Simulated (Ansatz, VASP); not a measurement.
# InAs: VASP beside Ansatz

```
CELL_PARAMETERS angstrom
0.00000 2.93374 2.93374
2.93374 0.00000 2.93374
2.93374 2.93374 0.00000
ATOMIC_POSITIONS crystal
In 0.50000 0.50000 0.50000
As 0.00000 0.00000 0.00000
```

Change from the starting cell: volume scaled by 1.06.

Alike in both runs: task single point; functional LDA; k mesh 8 × 8 × 8; occupations fermi-dirac, width 0.05 eV; no spin polarisation.

```csv
,VASP,Ansatz
version,VASP 6.6.1,Ansatz 0.2.0
potentials or method,"VASP PAW LDA potentials, release 64 (In_d, As), cutoff 520 eV","all-electron LAPW, scalar-relativistic"
```

|  | VASP | Ansatz | Ansatz less VASP |
| --- | --- | --- | --- |
| gap on the k mesh at the Fermi level (eV) | none | none | - |
| pressure (GPa) | -7.5 | -7.5 | -0.06 |

LDA's correlation is that of Perdew and Zunger in VASP and of Perdew and Wang (1992) in Ansatz. A gap of «none» marks a metal or a gap that the smearing closes. Ansatz ran all-electron here, and VASP with PAW potentials.
